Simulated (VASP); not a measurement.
# KBr (Fm-3m) in VASP: a series of runs, part 2 of 2

VASP 6.6.1.

## (3) Relaxation of cell and atoms, PBEsol

This run uses another cell than the first one, of 35.76 Å³/atom, 1.018 times its volume.

Input file INCAR:

```
PREC = Accurate ; ENCUT = 600
EDIFF = 1E-7 ; ISMEAR = 0
SIGMA = 0.02 ; LREAL = F
LASPH = T ; NELM = 80
ALGO = Normal ; ISIF = 3
LWAVE = F ; LCHARG = F
GGA = PS ; IBRION = 2
NSW = 100 ; EDIFFG = -0.005
```

Input file KPOINTS:

```
regular mesh
0
Gamma
  6 6 6
```

Input file POSCAR:

```
KBr
1.0
    0.0000000000      3.2945409700      3.2945409700
    3.2945409700      0.0000000000      3.2945409700
    3.2945409700      3.2945409700      0.0000000000
K Br
1 1
Direct
    0.0000000000      0.0000000000      0.0000000000
    0.5000000000      0.5000000000      0.5000000000
```

Potentials or basis: VASP PAW PBE potentials, release 64 (K_sv, Br).

Run with:

```console
$ cat potpaw_PBE.64/K_sv/POTCAR potpaw_PBE.64/Br/POTCAR > POTCAR
$ mpirun -np 1 vasp_std > vasp.out
```

OUTCAR:

```text
PREC = Accurate
   ENCUT = 600
   EDIFF = 1E-7
   ISMEAR = 0
   LREAL = F
   LASPH = T
   NELM = 80
   ISIF = 3
   GGA = PS
   IBRION = 2
   NSW = 100
   EDIFFG = -0.005

 ion  position               nearest neighbor table
   1  0.000  0.000  0.000-   2 3.29   2 3.29   2 3.29   2 3.29   2 3.29   2 3.29
   2  0.500  0.500  0.500-   1 3.29   1 3.29   1 3.29   1 3.29   1 3.29   1 3.29

  LATTYP: Found a face centered cubic cell.
 ALAT       =     6.5890819400

  Lattice vectors:

 A1 = (   0.0000000000,   3.2945409700,   3.2945409700)
 A2 = (   3.2945409700,   0.0000000000,   3.2945409700)
 A3 = (   3.2945409700,   3.2945409700,   0.0000000000)

Analysis of symmetry for initial positions (statically):
=====================================================================
 Subroutine PRICEL returns:
 Original cell was already a primitive cell.

 Routine SETGRP: Setting up the symmetry group for a
 face centered cubic supercell.

 Subroutine GETGRP returns: Found 48 space group operations
 (whereof 48 operations were pure point group operations)
 out of a pool of 48 trial point group operations.

The static configuration has the point symmetry O_h .

Analysis of symmetry for dynamics (positions and initial velocities):
=====================================================================
 Subroutine PRICEL returns:
 Original cell was already a primitive cell.

 Routine SETGRP: Setting up the symmetry group for a
 face centered cubic supercell.

 Subroutine GETGRP returns: Found 48 space group operations
 (whereof 48 operations were pure point group operations)
 out of a pool of 48 trial point group operations.

The dynamic configuration has the point symmetry O_h .

 Subroutine INISYM returns: Found 48 space group operations
 (whereof 48 operations are pure point group operations),
[... 96 lines left out ...]
   TEBEG  =    0.0;   TEEND  =   0.0 temperature during run
   PSTRESS=    0.0 pullay stress
   NELECT =      16.0000    total number of electrons
   NUPDOWN=      -1.0000    fix difference up-down
   EMIN   =  10.00;   EMAX   =-10.00  energy-range for DOS
   EFERMI =   0.00;   METHOD = LEGACY
   ISMEAR =     0;   SIGMA  =   0.02  broadening in eV -4-tet -1-fermi 0-gaus
   EFERMI_NEDOS =   21; number of points for ismear=-14 and -15
   IALGO  =     38    algorithm
   IMIX   =      4    mixing-type and parameters
     AMIX     =   0.40;   BMIX     =  1.00
     AMIX_MAG =   1.60;   BMIX_MAG =  1.00
  volume/ion in A,a.u.               =      35.76       241.31
  Fermi-wavevector in a.u.,A,eV,Ry     =   0.993825  1.878057 13.438313  0.987688
  Thomas-Fermi vector in A             =   2.125734
   LORBIT       =      0    0 simple, 1 ext, 2 COOP (PROOUT), +10 PAW based schemes
   GGA     = PS    functional components
   LHFCALC =     F    Hartree Fock is set to
   AEXX    =    0.0000 exact exchange contribution
   IVDW    =     0    specifies the selected vdW correction
   LEPSILON=     F    determine dielectric tensor
   LRPA    =     F    only Hartree local field effects (RPA)
 conjugate gradient relaxation of ions
 non-spin polarized calculation
 Gauss-broadening in eV      SIGMA  =   0.02
  energy-cutoff  :      600.00
  volume of cell :       71.52
 maximum number of plane-waves:      2421
 NGX is ok and might be reduce to    40
   NGX = 19   NGY = 19   NGZ = 19

--------------------------------------- Ionic step        1  -------------------------------------------

 number of electron      16.0000000 magnetization

 Free energy of the ion-electron system (eV)
  ---------------------------------------------------
  ext. energy  EPLUGINS =         0.00000000
  ---------------------------------------------------
  free energy    TOTEN  =        -6.45938094 eV

  energy without entropy =       -6.45938094  energy(sigma->0) =       -6.45938094

------------------------ aborting loop because EDIFF is reached ----------------------------------------

  FORCE on cell =-STRESS in cart. coord.  units (eV):
  Direction    XX          YY          ZZ          XY          YZ          ZX
  --------------------------------------------------------------------------------------
  -------------------------------------------------------------------------------------
  Total       -0.0917547     -0.0917547     -0.0917547      0.0000000      0.0000000     -0.0000000
  in kB       -2.0555305     -2.0555305     -2.0555305      0.0000000      0.0000000     -0.0000000
  external PRESSURE =      -2.0555305 kB  Pullay stress =       0.0000000 kB
[... 95 lines left out ...]
--------------------------------------- Ionic step        4  -------------------------------------------

 number of electron      16.0000001 magnetization

 Free energy of the ion-electron system (eV)
  ---------------------------------------------------
  ext. energy  EPLUGINS =         0.00000000
  ---------------------------------------------------
  free energy    TOTEN  =        -6.46002272 eV

  energy without entropy =       -6.46002272  energy(sigma->0) =       -6.46002272

 E-fermi :  -1.5815     XC(G=0):  -7.6237

 val. band max:       -1.7527472468   @ k =   0.0000   0.0000   0.0000
 cond. band min:       2.5716751783   @ k =   0.0000   0.0000   0.0000
 fundamental gap:      4.3244224251
 Fermi energy:        -1.5815110299

 k-point     1 :       0.0000    0.0000    0.0000
  band No.  band energies     occupation
      1     -29.3257      2.00000
      2     -14.0829      2.00000
      3     -12.8704      2.00000
      4     -12.8704      2.00000
      5     -12.8704      2.00000
      6      -1.7527      2.00000
      7      -1.7527      2.00000
      8      -1.7527      2.00000
      9       2.5717      0.00000
     10       5.7761      0.00000
     11       5.7761      0.00000
     12       5.7761      0.00000
[... 252 lines left out ...]
  FREE ENERGIE OF THE ION-ELECTRON SYSTEM (eV)
  ---------------------------------------------------
  free  energy   TOTEN  =        -6.4600227225 eV

  energy  without entropy=       -6.4600227225  energy(sigma->0) =       -6.46002272

 reached required accuracy - stopping structural energy minimisation
```

CONTCAR:

```text
KBr
   1.00000000000000
     0.0000000000000000    3.2796259190989971    3.2796259190989971
     3.2796259190989971    0.0000000000000000    3.2796259190989971
     3.2796259190989971    3.2796259190989971   -0.0000000000000000
  K               Br
     1     1
Direct
     0.0000000000000000    1.0000000000000000    0.0000000000000000
     0.5000000000000000    0.5000000000000000    0.5000000000000000

  0.00000000E+00  0.00000000E+00  0.00000000E+00
  0.00000000E+00  0.00000000E+00  0.00000000E+00
```

It used 150 s of CPU time on 1 thread of AMD EPYC 7R13 Processor (Zen 3) (shared host).

Results:

* Free energy: -6.4600 eV
* Relaxed volume: 35.28 Å³/atom
* Relaxed cell: a = 4.638 Å, b = 4.638 Å, c = 4.638 Å, α = 60.00°, β = 60.00°, γ = 60.00°
* Space group after relaxing (to 0.05 Å): Fm-3m (No. 225)
* Energy gained by relaxing: 0.3 meV/atom
* Ionic steps: 4
* Pressure after relaxing: 0.0 GPa
* Band gap on the k mesh: 4.32 eV, direct

Step by step:
```
step  energy change (eV)  largest force (eV/Å)  pressure (GPa)  volume (Å³)
   1              0.0000                0.0000           -0.21        71.52
   2             -0.0005                0.0000           -0.10        71.04
   3             -0.0006                0.0000           -0.03        70.69
   4             -0.0006                0.0000            0.00        70.55
```

Final structure:
```
K Br
1.0
     0.00000    3.27963    3.27963
     3.27963    0.00000    3.27963
     3.27963    3.27963    0.00000
K Br
1 1
Direct
  0.00000 0.00000 0.00000
  0.50000 0.50000 0.50000
```

Levels at points of the mesh, in eV from the valence-band top:
| k point | band 4 | band 5 | band 6 | band 7 | band 8 | band 9 | band 10 | band 11 | band 12 |
| --- | --- | --- | --- | --- | --- | --- | --- | --- | --- |
| (0.00, 0.00, 0.00) | -11.12 | -11.12 | 0.00 | 0.00 | 0.00 | 4.32 | 7.53 | 7.53 | 7.53 |
| (0.50, 0.00, 0.00) | -11.12 | -10.88 | -1.25 | -0.36 | -0.36 | 6.47 | 8.19 | 9.77 | 9.77 |
| (0.50, 0.50, 0.00) | -11.16 | -11.16 | -0.85 | -0.30 | -0.30 | 5.72 | 7.16 | 9.36 | 9.45 |

Caveat: the PAW data sets were made with another functional, which shifts forces and pressure a little. A hybrid or GW would open this gap; PBEsol tends to underestimate it.
